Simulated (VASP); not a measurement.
# CuO (rocksalt type) (Fm-3m) in VASP: relaxation of cell and atoms with PBE

Aim: the relaxation of cell and atoms of CuO (rocksalt type) with PBE.

Everything below comes from runs of VASP 6.6.1. Logs are shortened: lines on timing, memory, paths and dates and some standing lists are left out, and cuts for length are marked.

### Step 1. The cell of the first run

It takes space group Fm-3m (No. 225, cubic). Conventional cell: a = 4.465 Å, b = 4.465 Å, c = 4.465 Å, α = 90.00°, β = 90.00°, γ = 90.00°. Within 3.0 Å of Cu (site symmetry m-3m) lie 6 O at 2.23 Å. Within 3.0 Å of O (site symmetry m-3m) lie 6 Cu at 2.23 Å.

### Step 2. Relaxation of cell and atoms, PBE

INCAR reads:

```
PREC     = Accurate       # precision mode
ENCUT    = 600            # plane-wave cutoff, eV
EDIFF    = 1E-6           # SCF threshold, eV
ISMEAR   = -1             # smearing method
SIGMA    = 0.08           # smearing width, eV
LREAL    = False          # projectors in reciprocal space
LASPH    = True           # aspherical terms in the spheres
NELM     = 80             # most SCF steps
ALGO     = Normal         # electronic algorithm
ISIF     = 3              # what is computed and relaxed
LWAVE    = False          # write WAVECAR
LCHARG   = False          # write CHGCAR
GGA      = PE             # functional
IBRION   = 2              # ionic algorithm
NSW      = 100            # ionic steps
EDIFFG   = -0.005         # ionic threshold
```

KPOINTS reads:

```
regular mesh
0
Gamma
  16 16 16
```

POSCAR reads:

```
CuO
1.0
    0.0000000000      2.2322827293      2.2322827293
    2.2322827293      0.0000000000      2.2322827293
    2.2322827293      2.2322827293      0.0000000000
Cu O
1 1
Direct
    0.0000000000      0.0000000000      0.0000000000
    0.5000000000      0.5000000000      0.5000000000
```

Potentials or basis: VASP PAW PBE potentials, release 64 (Cu, O).

Launch:

```console
> cat potpaw_PBE.64/Cu/POTCAR potpaw_PBE.64/O/POTCAR > POTCAR
> mpirun -np 1 vasp_std > vasp.out
```

OUTCAR:

```text
PREC = Accurate
   ENCUT = 600
   EDIFF = 1E-6
   ISMEAR = -1
   LREAL = False
   LASPH = True
   NELM = 80
   ISIF = 3
   GGA = PE
   IBRION = 2
   NSW = 100
   EDIFFG = -0.005

 ion  position               nearest neighbor table
   1  0.000  0.000  0.000-   2 2.23   2 2.23   2 2.23   2 2.23   2 2.23   2 2.23
   2  0.500  0.500  0.500-   1 2.23   1 2.23   1 2.23   1 2.23   1 2.23   1 2.23

  LATTYP: Found a face centered cubic cell.
 ALAT       =     4.4645654586

  Lattice vectors:

 A1 = (   0.0000000000,   2.2322827293,   2.2322827293)
 A2 = (   2.2322827293,   0.0000000000,   2.2322827293)
 A3 = (   2.2322827293,   2.2322827293,   0.0000000000)

Analysis of symmetry for initial positions (statically):
=====================================================================
 Subroutine PRICEL returns:
 Original cell was already a primitive cell.

 Routine SETGRP: Setting up the symmetry group for a
 face centered cubic supercell.

 Subroutine GETGRP returns: Found 48 space group operations
 (whereof 48 operations were pure point group operations)
 out of a pool of 48 trial point group operations.

The static configuration has the point symmetry O_h .

Analysis of symmetry for dynamics (positions and initial velocities):
=====================================================================
 Subroutine PRICEL returns:
 Original cell was already a primitive cell.

 Routine SETGRP: Setting up the symmetry group for a
 face centered cubic supercell.

 Subroutine GETGRP returns: Found 48 space group operations
 (whereof 48 operations were pure point group operations)
 out of a pool of 48 trial point group operations.

The dynamic configuration has the point symmetry O_h .

 Subroutine INISYM returns: Found 48 space group operations
 (whereof 48 operations are pure point group operations),
 and found     1 'primitive' translations

----------------------------------------------------------------------------------------

                                     Primitive cell

  volume of cell :      22.2473

  direct lattice vectors                    reciprocal lattice vectors
     0.000000000  2.232282729  2.232282729    -0.223985964  0.223985964  0.223985964
     2.232282729  0.000000000  2.232282729     0.223985964 -0.223985964  0.223985964
[... 98 lines left out ...]
   EMIN   =  10.00;   EMAX   =-10.00  energy-range for DOS
   EFERMI =   0.00;   METHOD = LEGACY
   ISMEAR =    -1;   SIGMA  =   0.08  broadening in eV -4-tet -1-fermi 0-gaus
   EFERMI_NEDOS =   21; number of points for ismear=-14 and -15
   IALGO  =     38    algorithm
   IMIX   =      4    mixing-type and parameters
     AMIX     =   0.40;   BMIX     =  1.00
     AMIX_MAG =   1.60;   BMIX_MAG =  1.00
  volume/ion in A,a.u.               =      11.12        75.07
  Fermi-wavevector in a.u.,A,eV,Ry     =   1.496690  2.828335 30.478163  2.240082
  Thomas-Fermi vector in A             =   2.608674
   LORBIT       =      0    0 simple, 1 ext, 2 COOP (PROOUT), +10 PAW based schemes
   GGA     = PE    functional components
   LHFCALC =     F    Hartree Fock is set to
   AEXX    =    0.0000 exact exchange contribution
   IVDW    =     0    specifies the selected vdW correction
   LEPSILON=     F    determine dielectric tensor
   LRPA    =     F    only Hartree local field effects (RPA)
 conjugate gradient relaxation of ions
 non-spin polarized calculation
  energy-cutoff  :      600.00
  volume of cell :       22.25
 maximum number of plane-waves:       754
 NGX is ok and might be reduce to    28
   NGX = 13   NGY = 13   NGZ = 13

--------------------------------------- Ionic step        1  -------------------------------------------

 number of electron      16.9999999 magnetization

 Free energy of the ion-electron system (eV)
  ---------------------------------------------------
  ext. energy  EPLUGINS =         0.00000000
  ---------------------------------------------------
  free energy    TOTEN  =        -9.34879658 eV

  energy without entropy =       -9.31151453  energy(sigma->0) =       -9.33015555

------------------------ aborting loop because EDIFF is reached ----------------------------------------

  FORCE on cell =-STRESS in cart. coord.  units (eV):
  Direction    XX          YY          ZZ          XY          YZ          ZX
  --------------------------------------------------------------------------------------
  -------------------------------------------------------------------------------------
  Total       -2.6032230     -2.6032230     -2.6032230      0.0000000     -0.0000000      0.0000000
  in kB     -187.4754295   -187.4754295   -187.4754295      0.0000000     -0.0000000      0.0000000
  external PRESSURE =    -187.4754295 kB  Pullay stress =       0.0000000 kB
[... 59 lines left out ...]
--------------------------------------- Ionic step        3  -------------------------------------------

 number of electron      16.9999999 magnetization

 Free energy of the ion-electron system (eV)
  ---------------------------------------------------
  ext. energy  EPLUGINS =         0.00000000
  ---------------------------------------------------
  free energy    TOTEN  =        -9.56006786 eV

  energy without entropy =       -9.52919423  energy(sigma->0) =       -9.54463105

 E-fermi :   6.0988     XC(G=0): -12.3756

 val. band max:        6.0851489225   @ k =  -0.4375   0.2500   0.0625
 cond. band min:       6.1004698473   @ k =   0.3750   0.2500   0.1250
 fundamental gap:      0.0153209247
 Fermi energy:         6.0988407422

 k-point     1 :       0.0000    0.0000    0.0000
  band No.  band energies     occupation
      1     -13.3841      2.00000
      2       3.6619      2.00000
      3       3.6619      2.00000
      4       3.6619      2.00000
      5       3.7681      2.00000
      6       3.7681      2.00000
      7       3.7681      2.00000
      8       3.9150      2.00000
      9       3.9150      2.00000
     10       7.4967      0.00000
     11      24.2620      0.00000
     12      24.7334      0.00000
[... 331 lines left out ...]
 k-point    24 :      -0.0625    0.0625    0.0000
  band No.  band energies     occupation
      1     -13.2759      2.00000
      2       2.6588      2.00000
      3       2.8891      2.00000
      4       3.1592      2.00000
      5       3.6975      2.00000
      6       3.8292      2.00000
      7       4.1748      2.00000
      8       4.2854      2.00000
      9       4.8807      2.00000
     10       8.2656      0.00000
     11      21.9069      0.00000
     12      23.4356      0.00000

 [... further k-points ...]
[... 5 lines left out ...]
  --------------------------------------------------------------------------------------
  -------------------------------------------------------------------------------------
  Total        0.0030941      0.0030941      0.0030941      0.0000000      0.0000000     -0.0000000
  in kB        0.2592866      0.2592866      0.2592866      0.0000000      0.0000000     -0.0000000
  external PRESSURE =       0.2592866 kB  Pullay stress =       0.0000000 kB
[... 17 lines left out ...]
  FREE ENERGIE OF THE ION-ELECTRON SYSTEM (eV)
  ---------------------------------------------------
  free  energy   TOTEN  =        -9.5600678595 eV

  energy  without entropy=       -9.5291942322  energy(sigma->0) =       -9.54463105

 reached required accuracy - stopping structural energy minimisation
```

It took 88 s on 1 thread of AMD EPYC 9R45 (Zen 5), shared host; peak memory 0.18 GiB.

What came out:

| Item | Value |
| --- | --- |
| Free energy | -9.5601 eV |
| Relaxed volume | 9.56 Å³/atom |
| Relaxed cell | a = 3.001 Å, b = 3.001 Å, c = 3.001 Å, α = 60.00°, β = 60.00°, γ = 60.00° |
| Space group after relaxing (to 0.05 Å) | Fm-3m (No. 225) |
| Energy gained by relaxing | 105.6 meV/atom |
| Ionic steps | 3 |
| Pressure after relaxing | 0.0 GPa |

Step by step:
```csv
step,energy change (eV),largest force (eV/Å),pressure (GPa),volume (Å³)
1,0.0000,0.0000,-18.75,22.25
2,-0.1906,0.0000,8.43,18.31
3,-0.2113,0.0000,0.03,19.12
```

Final structure:
```
CELL_PARAMETERS angstrom
0.00000 2.12233 2.12233
2.12233 0.00000 2.12233
2.12233 2.12233 0.00000
ATOMIC_POSITIONS crystal
Cu 0.00000 0.00000 0.00000
O 0.50000 0.50000 0.50000
```

Levels at points of the mesh, in eV from the Fermi level:
| k point | band 6 | band 7 | band 8 | band 9 | band 10 | band 11 | band 12 |
| --- | --- | --- | --- | --- | --- | --- | --- |
| (0.00, 0.00, 0.00) | -2.33 | -2.33 | -2.18 | -2.18 | 1.40 | 18.16 | 18.63 |
| (0.50, 0.00, 0.00) | -1.83 | -1.40 | 0.72 | 0.72 | 5.73 | 9.55 | 13.73 |
| (0.50, 0.50, 0.00) | -1.89 | -1.64 | -1.64 | -1.47 | 5.61 | 10.56 | 12.07 |

Caveat: an odd number of electrons without spin polarisation forces a metal; a magnetic or distorted state may lie lower; semilocal functionals often make such compounds metallic where correlation or magnetic order opens a gap, which also shifts bond lengths.
